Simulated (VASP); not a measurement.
**CaY3Cl2: single point with PBE**

Crystal: CaY3Cl2.

```
Ca Y Cl
1.0
     7.24909    0.00000    0.00000
    -3.62455    6.27790    0.00000
     0.00000    0.00000    3.67607
Ca Y Cl
1 3 2
Direct
  0.00000 0.00000 0.00000
  0.50000 0.00000 0.50000
  0.00000 0.50000 0.50000
  0.50000 0.50000 0.50000
  0.66667 0.33333 0.00000
  0.33333 0.66667 0.00000
```

| Property | Result |
| --- | --- |
| Program | VASP 6.6.1 |
| Task | single point |
| Functional | PBE |
| Potentials or basis | VASP PAW PBE potentials, release 64 (Ca_sv, Y_sv, Cl) |
| Cutoff | 520 eV |
| k mesh | 3 × 3 × 6 |
| Occupations | gaussian, width 0.1 eV |
| Spin | no spin polarisation |
| Dipole correction | no |
| Further INCAR settings | ALGO = Normal; EDIFF = 1e-07; NBANDS = 38 |

```yaml
Pressure: 0.0 GPa
```

Stress tensor (GPa, compression positive):
```
 0.07  0.00  0.00
 0.00  0.07  0.00
 0.00  0.00 -0.06
```

Levels at points of the mesh, in eV from the Fermi level:
```tsv
k point	band 25	band 26	band 27	band 28	band 29	band 30	band 31	band 32	band 33	band 34
(0.00, 0.00, 0.00)	-3.32	-1.92	-0.71	-0.71	0.40	0.40	0.51	0.51	0.76	1.23
(0.00, 0.00, 0.50)	-1.09	-0.68	-0.68	-0.36	-0.36	0.03	0.83	0.83	1.63	2.47
```

Wall time 110 s on 1 thread of AMD EPYC 7R43 64-Core Processor (Zen 3), with other jobs on the host, peak memory 0.28 GiB.

Caveat: an odd number of electrons without spin polarisation forces a metal; a magnetic or distorted state may lie lower.
